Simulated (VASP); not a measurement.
# SnO (Fm-3m) in VASP: notebook

SnO is run at these levels: PBE, r2SCAN; tasks: single point.

Everything below comes from runs of VASP 6.6.1. Logs are shortened: lines on timing, memory, paths and dates and some standing lists are left out, and cuts for length are marked.

**1. The cell of the first run**

The structure is cubic, space group Fm-3m (No. 225). Conventional cell: a = 5.218 Å, b = 5.218 Å, c = 5.218 Å, α = 90.00°, β = 90.00°, γ = 90.00°. Within 3.4 Å of Sn (site symmetry m-3m) lie 6 O at 2.61 Å. O (site symmetry m-3m) has 6 Sn at 2.61 Å within 3.4 Å.

**2. Single point, PBE (volume changed by +6%)**

Contents of INCAR:

```
SYSTEM = SnO
  ALGO = Normal
  EDIFF = 1E-6
  ENCUT = 520
  GGA = PE
  ISIF = 2
  ISMEAR = -1
  LASPH = .TRUE.
  LCHARG = .TRUE.
  LELF = .TRUE.
  LREAL = .FALSE.
  LVHAR = .TRUE.
  LWAVE = .FALSE.
  NBANDS = 17
  NELM = 80
  PREC = Accurate
  SIGMA = 0.02
```

Contents of KPOINTS:

```
k-points
0
G
  8 8 8
  0 0 0
```

Contents of POSCAR:

```
SnO
1.0
    0.0000000000      2.6089767927      2.6089767927
    2.6089767927      0.0000000000      2.6089767927
    2.6089767927      2.6089767927      0.0000000000
Sn O
1 1
Direct
    0.0000000000      0.0000000000      0.0000000000
    0.5000000000      0.5000000000      0.5000000000
```

Potentials or basis: VASP PAW PBE potentials, release 64 (Sn_d, O).

The run is started by

```console
> cat potpaw_PBE.64/Sn_d/POTCAR potpaw_PBE.64/O/POTCAR > POTCAR
> mpirun -np 1 vasp_std > vasp.out
```

OUTCAR:

```text
SYSTEM = SnO
   EDIFF = 1E-6
   ENCUT = 520
   GGA = PE
   ISIF = 2
   ISMEAR = -1
   LASPH = .TRUE.
   LREAL = .FALSE.
   NELM = 80
   PREC = Accurate

 ion  position               nearest neighbor table
   1  0.000  0.000  0.000-   2 2.61   2 2.61   2 2.61   2 2.61   2 2.61   2 2.61
   2  0.500  0.500  0.500-   1 2.61   1 2.61   1 2.61   1 2.61   1 2.61   1 2.61

  LATTYP: Found a face centered cubic cell.
 ALAT       =     5.2179535854

  Lattice vectors:

 A1 = (   0.0000000000,   2.6089767927,   2.6089767927)
 A2 = (   2.6089767927,   0.0000000000,   2.6089767927)
 A3 = (   2.6089767927,   2.6089767927,   0.0000000000)

Analysis of symmetry for initial positions (statically):
=====================================================================
 Subroutine PRICEL returns:
 Original cell was already a primitive cell.

 Routine SETGRP: Setting up the symmetry group for a
 face centered cubic supercell.

 Subroutine GETGRP returns: Found 48 space group operations
[... 9 lines left out ...]

 Routine SETGRP: Setting up the symmetry group for a
 face centered cubic supercell.

 Subroutine GETGRP returns: Found 48 space group operations
[... 11 lines left out ...]
                                     Primitive cell

  volume of cell :      35.5174

  direct lattice vectors                    reciprocal lattice vectors
     0.000000000  2.608976793  2.608976793    -0.191646013  0.191646013  0.191646013
     2.608976793  0.000000000  2.608976793     0.191646013 -0.191646013  0.191646013
     2.608976793  2.608976793  0.000000000     0.191646013  0.191646013 -0.191646013

  length of vectors
     3.689650364  3.689650364  3.689650364     0.331940631  0.331940631  0.331940631

  position of ions in fractional coordinates (direct lattice)
     0.000000000  0.000000000  0.000000000
     0.500000000  0.500000000  0.500000000

  ion indices of the primitive-cell ions
   primitive index   ion index
                 1           1
                 2           2

----------------------------------------------------------------------------------------

 KPOINTS: k-points

Automatic generation of k-mesh.
 Grid dimensions read from file:
 generate k-points for:    8    8    8

 Generating k-lattice:

  Cartesian coordinates                     Fractional coordinates (reciprocal lattice)
    -0.023955752  0.023955752  0.023955752     0.125000000  0.000000000  0.000000000
     0.023955752 -0.023955752  0.023955752     0.000000000  0.125000000  0.000000000
     0.023955752  0.023955752 -0.023955752     0.000000000  0.000000000  0.125000000

  Length of vectors
     0.041492579  0.041492579  0.041492579

  Shift w.r.t. Gamma in fractional coordinates (k-lattice)
     0.000000000  0.000000000  0.000000000

 Subroutine IBZKPT returns following result:
 ===========================================

 Found     29 irreducible k-points:

 Following reciprocal coordinates:
            Coordinates               Weight
  0.000000  0.000000  0.000000      1.000000
  0.125000  0.000000  0.000000      8.000000
  0.250000  0.000000  0.000000      8.000000
  0.375000  0.000000  0.000000      8.000000
  0.500000  0.000000  0.000000      4.000000
  0.125000  0.125000  0.000000      6.000000
[... 16 lines left out ...]
  0.500000  0.250000  0.125000     48.000000
 -0.375000  0.250000  0.125000     24.000000
 [... further k-points ...]
   k-points           NKPTS =     29   k-points in BZ     NKDIM =     29   number of bands    NBANDS=     17
   number of dos      NEDOS =    301   number of ions     NIONS =      2
   total plane-waves  NPLWV =  21952
   dimension x,y,z NGX =    28 NGY =   28 NGZ =   28
   dimension x,y,z NGXF=    56 NGYF=   56 NGZF=   56
   ions per type =               1   1
   NGX,Y,Z   is equivalent  to a cutoff of  12.62, 12.62, 12.62 a.u.
   NGXF,Y,Z  is equivalent  to a cutoff of  25.23, 25.23, 25.23 a.u.
 SYSTEM =  SnO
   PREC   = accura    normal or accurate (medium, high low for compatibility)
   ISTART =      0    job   : 0-new  1-cont  2-samecut
   ICHARG =      2    charge: 1-file 2-atom 10-const
   ISPIN  =      1    spin polarized calculation?
   LNONCOLLINEAR =      F non collinear calculations
   LSORBIT =      F    spin-orbit coupling
   LASPH  =      T    aspherical Exc in radial PAW
   ENCUT  =  520.0 eV  38.22 Ry    6.18 a.u.   6.86  6.86  6.86*2*pi/ulx,y,z
   NELM   =     80;   NELMIN=  2; NELMDL= -5     # of ELM steps
   EDIFF  = 0.1E-05   stopping-criterion for ELM
   LREAL  =      F    real-space projection
[... 7 lines left out ...]
   TEBEG  =    0.0;   TEEND  =   0.0 temperature during run
   PSTRESS=    0.0 pullay stress
   NELECT =      20.0000    total number of electrons
   NUPDOWN=      -1.0000    fix difference up-down
   EMIN   =  10.00;   EMAX   =-10.00  energy-range for DOS
   EFERMI =   0.00;   METHOD = LEGACY
   ISMEAR =    -1;   SIGMA  =   0.02  broadening in eV -4-tet -1-fermi 0-gaus
   EFERMI_NEDOS =   21; number of points for ismear=-14 and -15
   IALGO  =     38    algorithm
   IMIX   =      4    mixing-type and parameters
     AMIX     =   0.40;   BMIX     =  1.00
     AMIX_MAG =   1.60;   BMIX_MAG =  1.00
  volume/ion in A,a.u.               =      17.76       119.84
  Fermi-wavevector in a.u.,A,eV,Ry     =   1.351879  2.554682 24.865707  1.827578
  Thomas-Fermi vector in A             =   2.479265
   LORBIT       =      0    0 simple, 1 ext, 2 COOP (PROOUT), +10 PAW based schemes
   GGA     = PE    functional components
   LHFCALC =     F    Hartree Fock is set to
   AEXX    =    0.0000 exact exchange contribution
   IVDW    =     0    specifies the selected vdW correction
   LEPSILON=     F    determine dielectric tensor
   LRPA    =     F    only Hartree local field effects (RPA)
 non-spin polarized calculation
  energy-cutoff  :      520.00
  volume of cell :       35.52
 maximum number of plane-waves:       982
   NGX = 13   NGY = 13   NGZ = 13

 number of electron      20.0000010 magnetization

 Free energy of the ion-electron system (eV)
  ---------------------------------------------------
  ext. energy  EPLUGINS =         0.00000000
  ---------------------------------------------------
  free energy    TOTEN  =       -10.44976748 eV

  energy without entropy =      -10.44976748  energy(sigma->0) =      -10.44976748

 E-fermi :   6.8326     XC(G=0): -10.4132

 val. band max:        6.4001352420   @ k =  -0.3750   0.1250   0.0000
 cond. band min:       7.2708970834   @ k =   0.5000   0.0000   0.0000
 fundamental gap:      0.8707618414
 Fermi energy:         6.8326494545

 k-point     1 :       0.0000    0.0000    0.0000
  band No.  band energies     occupation
      1     -14.7527      2.00000
      2     -14.7527      2.00000
      3     -14.7527      2.00000
      4     -14.6946      2.00000
      5     -14.6946      2.00000
      6     -11.2896      2.00000
[... 9 lines left out ...]
     16      16.6577      0.00000
     17      17.1506      0.00000

 k-point     2 :       0.1250    0.0000    0.0000
  band No.  band energies     occupation
      1     -14.7519      2.00000
      2     -14.7477      2.00000
      3     -14.7477      2.00000
      4     -14.6959      2.00000
      5     -14.6959      2.00000
      6     -11.2203      2.00000
[... 9 lines left out ...]
     16      17.1961      0.00000
     17      19.5766      0.00000

 k-point     3 :       0.2500    0.0000    0.0000
  band No.  band energies     occupation
      1     -14.7501      2.00000
      2     -14.7406      2.00000
      3     -14.7406      2.00000
      4     -14.6938      2.00000
      5     -14.6938      2.00000
      6     -11.0464      2.00000
[... 9 lines left out ...]
     16      18.2819      0.00000
     17      21.5055      0.00000

 k-point     4 :       0.3750    0.0000    0.0000
  band No.  band energies     occupation
      1     -14.7487      2.00000
      2     -14.7415      2.00000
      3     -14.7415      2.00000
      4     -14.6836      2.00000
      5     -14.6836      2.00000
      6     -10.8619      2.00000
[... 9 lines left out ...]
     16      19.5320      0.00000
     17      21.2642      0.00000

 k-point     5 :       0.5000    0.0000    0.0000
  band No.  band energies     occupation
      1     -14.7483      2.00000
      2     -14.7435      2.00000
      3     -14.7435      2.00000
      4     -14.6778      2.00000
      5     -14.6778      2.00000
      6     -10.7823      2.00000
[... 9 lines left out ...]
     16      20.2534      0.00000
     17      20.7843      0.00000

 k-point     6 :       0.1250    0.1250    0.0000
  band No.  band energies     occupation
      1     -14.7575      2.00000
      2     -14.7425      2.00000
      3     -14.7425      2.00000
      4     -14.7059      2.00000
      5     -14.6902      2.00000
      6     -11.1935      2.00000
[... 9 lines left out ...]
     16      18.2426      0.00000
     17      19.7141      0.00000
[... 281 lines left out ...]
 k-point    21 :       0.5000    0.5000    0.0000
  band No.  band energies     occupation
      1     -14.8531      2.00000
      2     -14.7850      2.00000
      3     -14.6800      2.00000
      4     -14.6800      2.00000
      5     -14.6645      2.00000
      6     -10.4472      2.00000
[... 9 lines left out ...]
     16      24.9344      0.00000
     17      25.6027      0.00000

 k-point    22 :       0.3750    0.2500    0.1250
  band No.  band energies     occupation
      1     -14.7577      2.00000
      2     -14.7448      2.00000
      3     -14.7211      2.00000
      4     -14.7181      2.00000
      5     -14.6821      2.00000
      6     -10.8799      2.00000
[... 9 lines left out ...]
     16      20.0075      0.00000
     17      21.7402      0.00000

 k-point    23 :       0.5000    0.2500    0.1250
  band No.  band energies     occupation
      1     -14.7625      2.00000
      2     -14.7469      2.00000
      3     -14.7202      2.00000
      4     -14.7082      2.00000
      5     -14.6819      2.00000
      6     -10.7083      2.00000
[... 9 lines left out ...]
     16      20.8233      0.00000
     17      22.4662      0.00000

 k-point    24 :      -0.3750    0.2500    0.1250
  band No.  band energies     occupation
      1     -14.7688      2.00000
      2     -14.7409      2.00000
      3     -14.7137      2.00000
      4     -14.7136      2.00000
      5     -14.6809      2.00000
      6     -10.6354      2.00000
[... 9 lines left out ...]
     16      21.3172      0.00000
     17      23.2019      0.00000

 [... further k-points ...]

------------------------ aborting loop because EDIFF is reached ----------------------------------------

  FORCE on cell =-STRESS in cart. coord.  units (eV):
  Direction    XX          YY          ZZ          XY          YZ          ZX
  --------------------------------------------------------------------------------------
  -------------------------------------------------------------------------------------
  Total       -1.0783339     -1.0783339     -1.0783339     -0.0000000      0.0000000      0.0000000
  in kB      -48.6433177    -48.6433177    -48.6433177     -0.0000000      0.0000000      0.0000000
  external PRESSURE =     -48.6433177 kB  Pullay stress =       0.0000000 kB

 VOLUME and BASIS-vectors are now :
 -----------------------------------------------------------------------------
  energy-cutoff  :      520.00
  volume of cell :       35.52
      direct lattice vectors                 reciprocal lattice vectors
     0.000000000  2.608976793  2.608976793    -0.191646013  0.191646013  0.191646013
     2.608976793  0.000000000  2.608976793     0.191646013 -0.191646013  0.191646013
     2.608976793  2.608976793  0.000000000     0.191646013  0.191646013 -0.191646013

 POSITION                                       TOTAL-FORCE (eV/Angst)
 -----------------------------------------------------------------------------------
      0.00000      0.00000      0.00000        -0.000000     -0.000000     -0.000000
      2.60898      2.60898      2.60898         0.000000      0.000000      0.000000
 -----------------------------------------------------------------------------------
    total drift:                                0.000000      0.000000      0.000000

  FREE ENERGIE OF THE ION-ELECTRON SYSTEM (eV)
  ---------------------------------------------------
  free  energy   TOTEN  =       -10.4497674791 eV

  energy  without entropy=      -10.4497674791  energy(sigma->0) =      -10.44976748
```

It took 8.3 s on 1 thread of Intel Xeon 6975P-C (Granite Rapids), shared host; peak memory 0.16 GiB.

What came out:

```
Free energy            : -10.4498 eV
Pressure               : -4.9 GPa
Band gap on the k mesh : 0.87 eV, indirect (least direct gap 0.91 eV)
```

Caveat: spin-orbit coupling is left out, which moves the levels of the heavy elements.

**3. Single point, r2SCAN (volume changed by -6%)**

Contents of POSCAR:

```
SnO
1.0
    0.0000000000      2.4851837593      2.4851837593
    2.4851837593      0.0000000000      2.4851837593
    2.4851837593      2.4851837593      0.0000000000
Sn O
1 1
Direct
    0.0000000000      0.0000000000      0.0000000000
    0.5000000000      0.5000000000      0.5000000000
```

Contents of INCAR.step1:

```
PREC = Accurate
ENCUT = 520
ISMEAR = -1
SIGMA = 0.02
LREAL = False
LASPH = True
NELM = 60
NBANDS = 17
GGA = PE
ALGO = Normal
EDIFF = 1E-4
LWAVE = True
LCHARG = False
```

Contents of INCAR.step2:

```
PREC = Accurate
ENCUT = 520
EDIFF = 1E-7
ISMEAR = -1
SIGMA = 0.02
LREAL = False
LASPH = True
NELM = 60
ALGO = Normal
ISIF = 2
LWAVE = False
LCHARG = False
METAGGA = R2SCAN
LMIXTAU = True
NBANDS = 17
ISTART = 1
```

Contents of KPOINTS:

```
Automatic mesh
0
Gamma
  8 8 8
```

Potentials or basis: VASP PAW PBE potentials, release 64 (Sn_d, O).

The run is started by

```console
> cat potpaw_PBE.64/Sn_d/POTCAR potpaw_PBE.64/O/POTCAR > POTCAR
> cp INCAR.step1 INCAR
> mpirun -np 1 vasp_std > vasp.out
> cp INCAR.step2 INCAR
> mpirun -np 1 vasp_std > vasp.out
```

It took 36 s on 1 thread of Intel Xeon 6975P-C (Granite Rapids), shared host; peak memory 0.17 GiB.

Results (log left out):

```
Free energy            : -32.2071 eV
Pressure               : 7.5 GPa
Band gap on the k mesh : 1.02 eV, indirect (least direct gap 1.07 eV)
```

Levels at points of the mesh, in eV from the valence-band top:
```
           k point  band 6  band 7  band 8  band 9  band 10  band 11  band 12  band 13  band 14  band 15
(0.00, 0.00, 0.00)  -20.23   -6.63   -3.74   -3.74    -3.74     8.83     8.83     8.83    10.93    10.93
(0.50, 0.00, 0.00)  -19.53   -8.96   -3.49   -3.49    -0.53     1.25     4.96     4.96    10.66    15.43
(0.50, 0.50, 0.00)  -18.81   -7.10   -4.92   -4.92    -4.40     4.16     5.66     6.74     6.74    15.30
```

Caveat: the PAW data sets were made with another functional, which shifts forces and pressure a little; spin-orbit coupling is left out, which moves the levels of the heavy elements.
